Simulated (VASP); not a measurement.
# CsI (P4/mmm) in VASP: single point with LDA

Aim: the single point of CsI with LDA.

All numbers are computed with VASP 6.6.1; they aren't measurements. Logs are shortened: lines on timing, memory, paths and dates and some standing lists are left out, and cuts for length are marked.

**1. The cell of the first run**

It takes space group P4/mmm (No. 123, tetragonal). The conventional cell has a = 4.567 Å, b = 4.567 Å, c = 4.521 Å, α = 90.00°, β = 90.00°, γ = 90.00°. Within 5.2 Å of Cs (site symmetry 4/mmm) lie 8 I at 3.94 Å and 6 Cs at 4.52 to 4.57 Å. I (site symmetry 4/mmm) has 8 Cs at 3.94 Å and 6 I at 4.52 to 4.57 Å within 5.2 Å.

**2. Single point, LDA (strain -0.0100 x Voigt [0, 0, 1, 0, 0, 0])**

Contents of INCAR:

```
SYSTEM = CsI
PREC     = Accurate       ! precision mode
ENCUT    = 500            ! plane-wave cutoff, eV
EDIFF    = 1E-6           ! SCF threshold, eV
ISMEAR   = 0              ! smearing method
SIGMA    = 0.05           ! smearing width, eV
LREAL    = .FALSE.        ! projectors in reciprocal space
LASPH    = .TRUE.         ! aspherical terms in the spheres
NELM     = 120            ! most SCF steps
ALGO     = Normal         ! electronic algorithm
ISIF     = 2              ! what is computed and relaxed
LWAVE    = .FALSE.        ! write WAVECAR
LCHARG   = .FALSE.        ! write CHGCAR
NBANDS   = 15             ! bands
GGA_COMPAT= .FALSE.
```

Contents of KPOINTS:

```
regular mesh
0
G
  6 6 6
  0 0 0
```

Contents of POSCAR:

```
CsI
1.0
    4.5667000000      0.0000000000      0.0000000000
    0.0000000000      4.5667000000      0.0000000000
    0.0000000000      0.0000000000      4.5210330000
Cs I
1 1
Direct
    0.0000000000      0.0000000000      0.0000000000
    0.5000000000      0.5000000000      0.5000000000
```

Potentials or basis: VASP PAW LDA potentials, release 64 (Cs_sv, I).

On the command line:

```sh
> cat potpaw_LDA.64/Cs_sv/POTCAR potpaw_LDA.64/I/POTCAR > POTCAR
> mpirun -np 1 vasp_std > vasp.out
```

OUTCAR:

```text
SYSTEM = CsI
   PREC = Accurate
   ENCUT = 500
   EDIFF = 1E-6
   ISMEAR = 0
   LREAL = .FALSE.
   LASPH = .TRUE.
   NELM = 120
   ISIF = 2

 ion  position               nearest neighbor table
   1  0.000  0.000  0.000-
   2  0.500  0.500  0.500-

  LATTYP: Found a simple tetragonal cell.
 ALAT       =     4.5667000000
 C/A-ratio  =     0.9900000000

  Lattice vectors:

 A1 = (   4.5667000000,   0.0000000000,   0.0000000000)
 A2 = (   0.0000000000,   4.5667000000,   0.0000000000)
 A3 = (   0.0000000000,   0.0000000000,   4.5210330000)

Analysis of symmetry for initial positions (statically):
=====================================================================
 Subroutine PRICEL returns:
 Original cell was already a primitive cell.

 Routine SETGRP: Setting up the symmetry group for a
 simple tetragonal supercell.

 Subroutine GETGRP returns: Found 16 space group operations
 (whereof 16 operations were pure point group operations)
 out of a pool of 16 trial point group operations.

The static configuration has the point symmetry D_4h.

Analysis of symmetry for dynamics (positions and initial velocities):
=====================================================================
 Subroutine PRICEL returns:
 Original cell was already a primitive cell.

 Routine SETGRP: Setting up the symmetry group for a
 simple tetragonal supercell.

 Subroutine GETGRP returns: Found 16 space group operations
 (whereof 16 operations were pure point group operations)
 out of a pool of 16 trial point group operations.

The dynamic configuration has the point symmetry D_4h.

 Subroutine INISYM returns: Found 16 space group operations
 (whereof 16 operations are pure point group operations),
 and found     1 'primitive' translations

----------------------------------------------------------------------------------------

                                     Primitive cell

  volume of cell :      94.2850

  direct lattice vectors                    reciprocal lattice vectors
     4.566700000  0.000000000  0.000000000     0.218976504  0.000000000  0.000000000
     0.000000000  4.566700000  0.000000000     0.000000000  0.218976504  0.000000000
     0.000000000  0.000000000  4.521033000     0.000000000  0.000000000  0.221188388

  length of vectors
     4.566700000  4.566700000  4.521033000     0.218976504  0.218976504  0.221188388

  position of ions in fractional coordinates (direct lattice)
     0.000000000  0.000000000  0.000000000
     0.500000000  0.500000000  0.500000000

  ion indices of the primitive-cell ions
   primitive index   ion index
[... 80 lines left out ...]
   ISIF   =      2    stress and relaxation
   ISYM   =      2    0-nonsym 1-usesym 2-fastsym
   POTIM  = 0.5000    time-step for ionic-motion
   TEBEG  =    0.0;   TEEND  =   0.0 temperature during run
   PSTRESS=    0.0 pullay stress
   NELECT =      16.0000    total number of electrons
   NUPDOWN=      -1.0000    fix difference up-down
   EMIN   =  10.00;   EMAX   =-10.00  energy-range for DOS
   EFERMI =   0.00;   METHOD = LEGACY
   ISMEAR =     0;   SIGMA  =   0.05  broadening in eV -4-tet -1-fermi 0-gaus
   EFERMI_NEDOS =   21; number of points for ismear=-14 and -15
   IALGO  =     38    algorithm
   IMIX   =      4    mixing-type and parameters
     AMIX     =   0.40;   BMIX     =  1.00
     AMIX_MAG =   1.60;   BMIX_MAG =  1.00
  volume/ion in A,a.u.               =      47.14       318.13
  Fermi-wavevector in a.u.,A,eV,Ry     =   0.906360  1.712772 11.177023  0.821488
  Thomas-Fermi vector in A             =   2.030038
   LORBIT       =      0    0 simple, 1 ext, 2 COOP (PROOUT), +10 PAW based schemes
   GGA     = CA    functional components
   LHFCALC =     F    Hartree Fock is set to
   AEXX    =    0.0000 exact exchange contribution
   IVDW    =     0    specifies the selected vdW correction
   LEPSILON=     F    determine dielectric tensor
   LRPA    =     F    only Hartree local field effects (RPA)
 non-spin polarized calculation
 Gauss-broadening in eV      SIGMA  =   0.05
  energy-cutoff  :      500.00
  volume of cell :       94.29
 maximum number of plane-waves:      2421
 NGX is ok and might be reduce to    36
   NGX = 17   NGY = 17   NGZ = 17

 number of electron      16.0000002 magnetization

 Free energy of the ion-electron system (eV)
  ---------------------------------------------------
  ext. energy  EPLUGINS =         0.00000000
  ---------------------------------------------------
  free energy    TOTEN  =        -6.14974229 eV

  energy without entropy =       -6.14974229  energy(sigma->0) =       -6.14974229

 E-fermi :   1.0225     XC(G=0):  -8.1223

 val. band max:        0.7460108853   @ k =   0.5000   0.5000   0.0000
 cond. band min:       4.2853958165   @ k =   0.0000   0.0000   0.0000
 fundamental gap:      3.5393849311
 Fermi energy:         1.0225311946

 k-point     1 :       0.0000    0.0000    0.0000
  band No.  band energies     occupation
      1     -19.6069      2.00000
      2     -10.0192      2.00000
      3      -6.3075      2.00000
      4      -6.3075      2.00000
      5      -6.2937      2.00000
      6       0.6130      2.00000
      7       0.6130      2.00000
      8       0.6591      2.00000
      9       4.2854      0.00000
     10       4.6518      0.00000
     11       4.6797      0.00000
     12       8.3613      0.00000
     13       8.4406      0.00000
     14       8.4406      0.00000
[... 401 lines left out ...]
      2      -9.8935      2.00000
      3      -6.6265      2.00000
      4      -6.6047      2.00000
      5      -6.2029      2.00000
      6      -0.3581      2.00000
      7      -0.0440      2.00000
      8       0.6300      2.00000
      9       5.0891      0.00000
     10       5.7031      0.00000
     11       6.9530      0.00000
     12       7.0235      0.00000
     13       8.2053      0.00000
     14       9.6504      0.00000
     15      10.0129      0.00000

 [... further k-points ...]
[... 5 lines left out ...]
  --------------------------------------------------------------------------------------
  -------------------------------------------------------------------------------------
  Total       -0.7826661     -0.7826661     -0.6778990      0.0000000     -0.0000000      0.0000000
  in kB      -13.2997802    -13.2997802    -11.5194814      0.0000000     -0.0000000      0.0000000
  external PRESSURE =     -12.7063473 kB  Pullay stress =       0.0000000 kB

 VOLUME and BASIS-vectors are now :
 -----------------------------------------------------------------------------
  energy-cutoff  :      500.00
  volume of cell :       94.29
      direct lattice vectors                 reciprocal lattice vectors
     4.566700000  0.000000000  0.000000000     0.218976504  0.000000000  0.000000000
     0.000000000  4.566700000  0.000000000     0.000000000  0.218976504  0.000000000
     0.000000000  0.000000000  4.521033000     0.000000000  0.000000000  0.221188388

 POSITION                                       TOTAL-FORCE (eV/Angst)
 -----------------------------------------------------------------------------------
      0.00000      0.00000      0.00000         0.000000      0.000000      0.000000
      2.28335      2.28335      2.26052         0.000000      0.000000      0.000000
 -----------------------------------------------------------------------------------
    total drift:                               -0.000000      0.000000      0.000000

  FREE ENERGIE OF THE ION-ELECTRON SYSTEM (eV)
  ---------------------------------------------------
  free  energy   TOTEN  =        -6.1497422940 eV

  energy  without entropy=       -6.1497422940  energy(sigma->0) =       -6.14974229
```

stdout:

```text
POSCAR found type information on POSCAR CsI
 POSCAR found :  2 types and       2 ions
 scaLAPACK will be used
 LDA part: xc-table for (Slater(with rela. corr.)+CA(PZ))
 , standard interpolation
 POSCAR, INCAR and KPOINTS ok, starting setup
 FFT: planning ... GRIDC
 FFT: planning ... GRID_SOFT
 FFT: planning ... GRID
 WAVECAR not read
 entering main loop
```

It took 1.9 min on 1 thread of AMD EPYC 7R43 (Zen 3), shared host; peak memory 0.17 GiB.

Results:

```
Free energy            : -6.1497 eV
Pressure               : -1.3 GPa
Band gap on the k mesh : 3.54 eV, indirect (least direct gap 3.63 eV)
```

Stress tensor (GPa, compression positive):
```
-1.33  0.00  0.00
 0.00 -1.33  0.00
 0.00  0.00 -1.15
```

Caveat: the cell differs from its parent crystal (strain -0.0100 x Voigt [0, 0, 1, 0, 0, 0]); spin-orbit coupling is left out, which moves the levels of the heavy elements.
